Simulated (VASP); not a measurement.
Write the native input for VASP 6.6.1 that does the following.

| Item | Value |
| --- | --- |
| Task | single point |
| Functional | BLYP |
| Potentials or basis | VASP PAW PBE potentials, release 64 (Hf_pv, O) |
| Cutoff | 600 eV |
| k mesh | 8 × 8 × 8 |
| Occupations | gaussian, width 0.05 eV |
| Spin | no spin polarisation |
| Dipole correction | no |
| Further INCAR settings | ALGO = Normal; EDIFF = 1e-06; NBANDS = 18 |

The structure of HfO2 lies in POSCAR:

```
HfO2
1.0
    0.0000000000      2.5800247395      2.5800247395
    2.5800247395      0.0000000000      2.5800247395
    2.5800247395      2.5800247395      0.0000000000
Hf O
1 2
Direct
    0.0000000000      0.0000000000      0.0000000000
    0.2500000000      0.2500000000      0.2500000000
    0.7500000000      0.7500000000      0.7500000000
```

The input as run:

INCAR

```
AGGAC = 1.0
AGGAX = 1.0
ALDAC = 0.0
ALDAX = 1.0
ALGO = Normal
EDIFF = 1E-6
ENCUT = 600
GGA = B5
GGA_COMPAT = F
ISIF = 2
ISMEAR = 0
LASPH = T
LCHARG = T
LELF = T
LREAL = F
LVHAR = T
LWAVE = F
NBANDS = 18
NELM = 120
PREC = Accurate
SIGMA = 0.05
```

KPOINTS

```
k-points
0
Gamma
  8 8 8
```

Potentials or basis: VASP PAW PBE potentials, release 64 (Hf_pv, O).

Run with:

```console
$ cat potpaw_PBE.64/Hf_pv/POTCAR potpaw_PBE.64/O/POTCAR > POTCAR
$ mpirun -np 1 vasp_std > vasp.out
```

Results of the run:

| Item | Value |
| --- | --- |
| Pressure | -5.1 GPa |
| Band gap on the k mesh | 3.73 eV |

Caveat: the cell stands under tension; the PAW data sets were made with another functional, which shifts forces and pressure a little; spin-orbit coupling is left out, which moves the levels of the heavy elements.

Run time: 46 s on 1 thread of Intel Xeon 8259CL (shared host), peak memory 0.18 GiB.
